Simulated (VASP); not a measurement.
# Te2Mo (Amm2) in VASP: single point with r2SCAN

Aim: the single point of Te2Mo with r2SCAN.

All numbers are computed with VASP 6.6.1; they aren't measurements. Logs are shortened: lines on timing, memory, paths and dates and some standing lists are left out, and cuts for length are marked.

### 1 The cell of the first run

The structure is orthorhombic, space group Amm2 (No. 38). Conventional cell: a = 13.974 Å, b = 3.518 Å, c = 6.094 Å, α = 90.00°, β = 90.00°, γ = 90.00°. Within 3.7 Å of Te (site symmetry m) lie 3 Mo at 2.72 Å and 7 Te at 3.52 to 3.61 Å. Te (site symmetry m) has 3 Mo at 2.61 to 2.78 Å and 7 Te at 3.52 to 3.61 Å within 3.7 Å. Within 3.6 Å of Mo (site symmetry mm2) lie 6 Te at 2.61 to 2.78 Å and 6 Mo at 3.52 Å. Within 3.6 Å of Mo (site symmetry mm2) lie 6 Te at 2.72 Å and 6 Mo at 3.52 Å.

### 2 Single point, r2SCAN

The input, POSCAR:

```
Te2Mo
1.0
    3.5182000000      0.0000000000      0.0000000000
   -1.7591000000      3.0468505756      0.0000000000
    0.0000000000      0.0000000000     13.9736000000
Te Mo
4 2
Direct
    0.3333333333      0.6666666667      0.6210000000
    0.6666666667      0.3333333333      0.1210000000
    0.3333333333      0.6666666667      0.8790000000
    0.6666666667      0.3333333333      0.3790000000
    0.3579489152      0.7158978306      0.2500000000
    0.6666666667      0.3333333333      0.7500000000
```

The input, INCAR.step1:

```
SYSTEM = Te2Mo
PREC = Accurate ; ENCUT = 520
ISMEAR = 0 ; SIGMA = 0.05
LREAL = .False. ; LASPH = .True.
NELM = 80 ; NBANDS = 35
GGA = PE ; ALGO = Normal
EDIFF = 1E-4 ; LWAVE = .True.
LCHARG = .False.
```

The input, INCAR.step2:

```
SYSTEM = Te2Mo
PREC = Accurate ; ENCUT = 520
EDIFF = 1E-7 ; ISMEAR = 0
SIGMA = 0.05 ; LREAL = .False.
LASPH = .True. ; NELM = 80
ALGO = Normal ; ISIF = 2
LWAVE = .False. ; LCHARG = .False.
METAGGA = R2SCAN ; LMIXTAU = .True.
NBANDS = 35 ; ISTART = 1
```

The input, KPOINTS:

```
Automatic mesh
0
Gamma
  9 9 2
  0 0 0
```

Potentials or basis: VASP PAW PBE potentials, release 64 (Te, Mo_sv).

On the command line:

```sh
$ cat potpaw_PBE.64/Te/POTCAR potpaw_PBE.64/Mo_sv/POTCAR > POTCAR
$ cp INCAR.step1 INCAR
$ mpirun -np 1 vasp_std > vasp.out
$ cp INCAR.step2 INCAR
$ mpirun -np 1 vasp_std > vasp.out
```

OUTCAR:

```text
SYSTEM = Te2Mo
   PREC = Accurate
   ENCUT = 520
   EDIFF = 1E-7
   ISMEAR = 0
   LREAL = .False.
   LASPH = .True.
   NELM = 80
   ISIF = 2
   METAGGA = R2SCAN
   ISTART = 1

 ion  position               nearest neighbor table
   1  0.333  0.667  0.621-   6 2.72   6 2.72   6 2.72   3 3.61
   2  0.667  0.333  0.121-   5 2.61   5 2.78   5 2.78   4 3.61
   3  0.333  0.667  0.879-   6 2.72   6 2.72   6 2.72   1 3.61
   4  0.667  0.333  0.379-   5 2.61   5 2.78   5 2.78   2 3.61
   5  0.358  0.716  0.250-   2 2.61   4 2.61   2 2.78   4 2.78   2 2.78   4 2.78
   6  0.667  0.333  0.750-   1 2.72   3 2.72   1 2.72   3 2.72   1 2.72   3 2.72

  LATTYP: Found a hexagonal cell.
 ALAT       =     3.5182000000
 C/A-ratio  =     3.9718037633

  Lattice vectors:

 A1 = (   3.5182000000,   0.0000000000,   0.0000000000)
 A2 = (  -1.7591000000,   3.0468505756,   0.0000000000)
 A3 = (   0.0000000000,   0.0000000000,  13.9736000000)

Analysis of symmetry for initial positions (statically):
=====================================================================
 Subroutine PRICEL returns:
 Original cell was already a primitive cell.

 Routine SETGRP: Setting up the symmetry group for a
 hexagonal supercell.

 Subroutine GETGRP returns: Found  4 space group operations
 (whereof  2 operations were pure point group operations)
 out of a pool of 24 trial point group operations.

The static configuration has the point symmetry C_1h.
 The point group associated with its full space group is C_2v.

Analysis of symmetry for dynamics (positions and initial velocities):
=====================================================================
 Subroutine PRICEL returns:
 Original cell was already a primitive cell.

 Routine SETGRP: Setting up the symmetry group for a
 hexagonal supercell.

 Subroutine GETGRP returns: Found  4 space group operations
 (whereof  2 operations were pure point group operations)
 out of a pool of 24 trial point group operations.

The dynamic configuration has the point symmetry C_1h.
 The point group associated with its full space group is C_2v.

 Subroutine INISYM returns: Found  4 space group operations
 (whereof  2 operations are pure point group operations),
 and found     1 'primitive' translations

----------------------------------------------------------------------------------------

                                     Primitive cell

  volume of cell :     149.7890

  direct lattice vectors                    reciprocal lattice vectors
     3.518200000  0.000000000  0.000000000     0.284236257  0.164103880  0.000000000
    -1.759100000  3.046850576  0.000000000     0.000000000  0.328207759  0.000000000
     0.000000000  0.000000000 13.973600000     0.000000000  0.000000000  0.071563520

  length of vectors
     3.518200000  3.518200000 13.973600000     0.328207759  0.328207759  0.071563520

  position of ions in fractional coordinates (direct lattice)
     0.333333333  0.666666667  0.621000000
     0.666666667  0.333333333  0.121000000
     0.333333333  0.666666667  0.879000000
     0.666666667  0.333333333  0.379000000
     0.357948915  0.715897831  0.250000000
     0.666666667  0.333333333  0.750000000

  ion indices of the primitive-cell ions
   primitive index   ion index
                 1           1
                 2           2
                 3           3
                 4           4
                 5           5
                 6           6

----------------------------------------------------------------------------------------

 KPOINTS: Automatic mesh

Automatic generation of k-mesh.
 Grid dimensions read from file:
 generate k-points for:    9    9    2

 Generating k-lattice:

  Cartesian coordinates                     Fractional coordinates (reciprocal lattice)
     0.031581806  0.018233764  0.000000000     0.111111111  0.000000000  0.000000000
     0.000000000  0.036467529  0.000000000     0.000000000  0.111111111  0.000000000
     0.000000000  0.000000000  0.035781760     0.000000000  0.000000000  0.500000000

  Length of vectors
     0.036467529  0.036467529  0.035781760

  Shift w.r.t. Gamma in fractional coordinates (k-lattice)
     0.000000000  0.000000000  0.000000000

 Subroutine IBZKPT returns following result:
 ===========================================

 Found     50 irreducible k-points:

 Following reciprocal coordinates:
            Coordinates               Weight
  0.000000  0.000000  0.000000      1.000000
  0.111111  0.000000  0.000000      4.000000
  0.000000  0.111111  0.000000      2.000000
  0.222222 -0.000000  0.000000      4.000000
  0.000000  0.222222  0.000000      2.000000
  0.333333  0.000000  0.000000      4.000000
[... 16 lines left out ...]
 -0.222222 -0.444444  0.000000      4.000000
  0.444444  0.333333  0.000000      4.000000
 [... further k-points ...]
   k-points           NKPTS =     50   k-points in BZ     NKDIM =     50   number of bands    NBANDS=     35
   number of dos      NEDOS =    301   number of ions     NIONS =      6
   total plane-waves  NPLWV =  84672
   dimension x,y,z NGX =    28 NGY =   28 NGZ =  108
   dimension x,y,z NGXF=    56 NGYF=   56 NGZF=  216
   ions per type =               4   2
   NGX,Y,Z   is equivalent  to a cutoff of  13.23, 13.23, 12.85 a.u.
   NGXF,Y,Z  is equivalent  to a cutoff of  26.46, 26.46, 25.70 a.u.
 SYSTEM =  Te2Mo
   PREC   = accura    normal or accurate (medium, high low for compatibility)
   ISTART =      1    job   : 0-new  1-cont  2-samecut
   ICHARG =      0    charge: 1-file 2-atom 10-const
   ISPIN  =      1    spin polarized calculation?
   LNONCOLLINEAR =      F non collinear calculations
   LSORBIT =      F    spin-orbit coupling
   LASPH  =      T    aspherical Exc in radial PAW
   ENCUT  =  520.0 eV  38.22 Ry    6.18 a.u.   6.54  6.54 25.98*2*pi/ulx,y,z
   NELM   =     80;   NELMIN=  2; NELMDL=  0     # of ELM steps
   EDIFF  = 0.1E-06   stopping-criterion for ELM
   LREAL  =      F    real-space projection
   EDIFFG = 0.1E-05   stopping-criterion for IOM
   NSW    =      0    number of steps for IOM
   IBRION =     -1    ionic relax: 0-MD 1-quasi-New 2-CG
   NFREE  =      0    steps in history (QN), initial steepest desc. (CG)
   ISIF   =      2    stress and relaxation
   ISYM   =      2    0-nonsym 1-usesym 2-fastsym
   POTIM  = 0.5000    time-step for ionic-motion
   TEBEG  =    0.0;   TEEND  =   0.0 temperature during run
   PSTRESS=    0.0 pullay stress
   NELECT =      52.0000    total number of electrons
   NUPDOWN=      -1.0000    fix difference up-down
   EMIN   =  10.00;   EMAX   =-10.00  energy-range for DOS
   EFERMI =   0.00;   METHOD = LEGACY
   ISMEAR =     0;   SIGMA  =   0.05  broadening in eV -4-tet -1-fermi 0-gaus
   EFERMI_NEDOS =   21; number of points for ismear=-14 and -15
   IALGO  =     38    algorithm
   IMIX   =      4    mixing-type and parameters
     AMIX     =   0.40;   BMIX     =  1.00
     AMIX_MAG =   1.60;   BMIX_MAG =  1.00
  volume/ion in A,a.u.               =      24.96       168.47
  Fermi-wavevector in a.u.,A,eV,Ry     =   1.150578  2.174277 18.011787  1.323829
  Thomas-Fermi vector in A             =   2.287241
   LORBIT       =      0    0 simple, 1 ext, 2 COOP (PROOUT), +10 PAW based schemes
   METAGGA = R2SCAN    functional components
   LHFCALC =     F    Hartree Fock is set to
   AEXX    =    0.0000 exact exchange contribution
   IVDW    =     0    specifies the selected vdW correction
   LEPSILON=     F    determine dielectric tensor
   LRPA    =     F    only Hartree local field effects (RPA)
 non-spin polarized calculation
 Gauss-broadening in eV      SIGMA  =   0.05
  energy-cutoff  :      520.00
  volume of cell :      149.79
 maximum number of plane-waves:      4095
 NGX is ok and might be reduce to    28
   NGX = 13   NGY = 13   NGZ = 51

 number of electron      51.9999995 magnetization

 Free energy of the ion-electron system (eV)
  ---------------------------------------------------
  ext. energy  EPLUGINS =         0.00000000
  ---------------------------------------------------
  free energy    TOTEN  =      -155.41639797 eV

  energy without entropy =     -155.41639797  energy(sigma->0) =     -155.41639797

 E-fermi :   8.4315     XC(G=0): -11.0259

 val. band max:        8.0608014746   @ k =   0.0000   0.0000   0.0000
 cond. band min:       8.9644054766   @ k =   0.2222   0.2222   0.0000
 fundamental gap:      0.9036040020
 Fermi energy:         8.4315212715

 k-point     1 :       0.0000    0.0000    0.0000
  band No.  band energies     occupation
      1     -54.7096      2.00000
      2     -54.6908      2.00000
      3     -28.1545      2.00000
      4     -28.1525      2.00000
      5     -28.0321      2.00000
      6     -28.0313      2.00000
[... 27 lines left out ...]
     34      11.7522      0.00000
     35      14.4498      0.00000

 k-point     2 :       0.1111    0.0000    0.0000
  band No.  band energies     occupation
      1     -54.7083      2.00000
      2     -54.6895      2.00000
      3     -28.1507      2.00000
      4     -28.1488      2.00000
      5     -28.0478      2.00000
      6     -28.0406      2.00000
[... 27 lines left out ...]
     34      11.6984      0.00000
     35      14.9934      0.00000

 k-point     3 :       0.0000    0.1111    0.0000
  band No.  band energies     occupation
      1     -54.7083      2.00000
      2     -54.6895      2.00000
      3     -28.1507      2.00000
      4     -28.1484      2.00000
      5     -28.0496      2.00000
      6     -28.0482      2.00000
[... 27 lines left out ...]
     34      11.3678      0.00000
     35      14.9590      0.00000

 k-point     4 :       0.2222   -0.0000    0.0000
  band No.  band energies     occupation
      1     -54.7050      2.00000
      2     -54.6862      2.00000
      3     -28.1410      2.00000
      4     -28.1395      2.00000
      5     -28.0902      2.00000
      6     -28.0711      2.00000
[... 27 lines left out ...]
     34      11.8822      0.00000
     35      14.8568      0.00000

 k-point     5 :       0.0000    0.2222    0.0000
  band No.  band energies     occupation
      1     -54.7050      2.00000
      2     -54.6860      2.00000
      3     -28.1410      2.00000
      4     -28.1379      2.00000
      5     -28.0935      2.00000
      6     -28.0907      2.00000
[... 638 lines left out ...]
 k-point    22 :       0.3333    0.2222    0.0000
  band No.  band energies     occupation
      1     -54.6977      2.00000
      2     -54.6789      2.00000
      3     -28.1526      2.00000
      4     -28.1408      2.00000
      5     -28.1197      2.00000
      6     -28.1176      2.00000
[... 27 lines left out ...]
     34      12.6016      0.00000
     35      12.7921      0.00000

 k-point    23 :      -0.2222   -0.4444    0.0000
  band No.  band energies     occupation
      1     -54.6977      2.00000
      2     -54.6787      2.00000
      3     -28.1564      2.00000
      4     -28.1529      2.00000
      5     -28.1197      2.00000
      6     -28.1164      2.00000
[... 27 lines left out ...]
     34      12.6780      0.00000
     35      12.8496      0.00000

 k-point    24 :       0.4444    0.3333    0.0000
  band No.  band energies     occupation
      1     -54.6977      2.00000
      2     -54.6789      2.00000
      3     -28.1524      2.00000
      4     -28.1241      2.00000
      5     -28.1197      2.00000
      6     -28.1185      2.00000
[... 27 lines left out ...]
     34      12.4454      0.00000
     35      12.7713      0.00000

 [... further k-points ...]
[... 5 lines left out ...]
  --------------------------------------------------------------------------------------
  -------------------------------------------------------------------------------------
  Total        1.6327398      3.5686405      2.5546280      0.0000000      0.0000000      0.0000000
  in kB       17.4641547     38.1709875     27.3248798      0.0000000      0.0000000      0.0000000
  external PRESSURE =      27.6533407 kB  Pullay stress =       0.0000000 kB

 VOLUME and BASIS-vectors are now :
 -----------------------------------------------------------------------------
  energy-cutoff  :      520.00
  volume of cell :      149.79
      direct lattice vectors                 reciprocal lattice vectors
     3.518200000  0.000000000  0.000000000     0.284236257  0.164103880  0.000000000
    -1.759100000  3.046850576  0.000000000     0.000000000  0.328207759  0.000000000
     0.000000000  0.000000000 13.973600000     0.000000000  0.000000000  0.071563520

 POSITION                                       TOTAL-FORCE (eV/Angst)
 -----------------------------------------------------------------------------------
     -0.00000      2.03123      8.67761        -0.000000      0.009621      0.051225
      1.75910      1.01562      1.69081        -0.000000      1.129142     -0.152541
     -0.00000      2.03123     12.28279        -0.000000      0.009621     -0.051225
      1.75910      1.01562      5.29599        -0.000000      1.129142      0.152541
     -0.00000      2.18123      3.49340         0.000000     -2.286110      0.000000
      1.75910      1.01562     10.48020        -0.000000      0.008584      0.000000
 -----------------------------------------------------------------------------------
    total drift:                                0.000000     -0.000217     -0.000000

  FREE ENERGIE OF THE ION-ELECTRON SYSTEM (eV)
  ---------------------------------------------------
  free  energy   TOTEN  =      -155.4163979747 eV

  energy  without entropy=     -155.4163979747  energy(sigma->0) =     -155.41639797
```

Wall time 9.7 min (1 thread of Intel Xeon 6975P-C (Granite Rapids), shared host); peak memory 0.44 GiB.

Results:

```
Free energy            : -155.4164 eV
Pressure               : 2.8 GPa
Largest force          : 2.286 eV/Å
Band gap on the k mesh : 0.90 eV (least direct gap 1.11 eV)
```

Forces on the atoms (eV/Å):
```
Te   0.000  0.010  0.051
Te   0.000  1.129 -0.153
Te   0.000  0.010 -0.051
Te   0.000  1.129  0.153
Mo   0.000 -2.286  0.000
Mo   0.000  0.009  0.000
```

Caveat: the PAW data sets were made with another functional, which shifts forces and pressure a little; spin-orbit coupling is left out, which moves the levels of the heavy elements. A k mesh can miss the band edges.
